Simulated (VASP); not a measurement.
Wanted: the native input for a VASP 6.6.1 run.

```
Task                   : electric field gradients
Functional             : PBEsol
Potentials or basis    : VASP PAW PBE potentials, release 64 (Pb_d)
Cutoff                 : 520 eV
k mesh                 : 12 × 12 × 7
Occupations            : fermi-dirac, width 0.05 eV
Spin                   : no spin polarisation
Dipole correction      : no
Further INCAR settings : ALGO = Normal; EDIFF = 1e-08; NBANDS = 21
```

The structure of Pb lies in POSCAR:

```
Pb
1.0
    3.4566442775      0.0000000000      0.0000000000
   -1.7283221388      2.9935417561      0.0000000000
    0.0000000000      0.0000000000      5.5524820910
Pb
2
Direct
    0.3333333333      0.6666666667      0.2500000000
    0.6666666667      0.3333333333      0.7500000000
```

This isn't the form of Pb at room conditions, which is fcc.

These files were run (other wordings do the same):

INCAR

```
PREC     = Accurate       # precision mode
ENCUT    = 520            # plane-wave cutoff, eV
EDIFF    = 1E-8           # SCF threshold, eV
ISMEAR   = -1             # smearing method
SIGMA    = 0.05           # smearing width, eV
LREAL    = False          # projectors in reciprocal space
LASPH    = True           # aspherical terms in the spheres
NELM     = 100            # most SCF steps
ALGO     = Normal         # electronic algorithm
ISIF     = 2              # what is computed and relaxed
LWAVE    = False          # write WAVECAR
LCHARG   = False          # write CHGCAR
GGA      = PS             # functional
LEFG     = True         
NBANDS   = 21             # bands
```

KPOINTS

```
regular mesh
0
Gamma
  12 12 7
```

Potentials or basis: VASP PAW PBE potentials, release 64 (Pb_d).

Launch:

```sh
$ cat potpaw_PBE.64/Pb_d/POTCAR > POTCAR
$ mpirun -np 1 vasp_std > vasp.out
```

Results of the run:

The pressure is 1.9 GPa and the band gap on the k mesh is zero (bands 14 and 15 overlap by 7.88 eV). The largest electric field gradient by atom is Pb -5.3 V/Å².

Caveat: without QUAD_EFG the Cq values of the log hold for a quadrupole moment of 1 mb, not for the nuclei; the PAW data sets were made with another functional, which shifts forces and pressure a little; spin-orbit coupling is left out, which moves the levels of the heavy elements.

It took 50 s on 1 thread of Intel(R) Xeon(R) 6975P-C (Granite Rapids), on a shared host, peak memory 0.21 GiB.
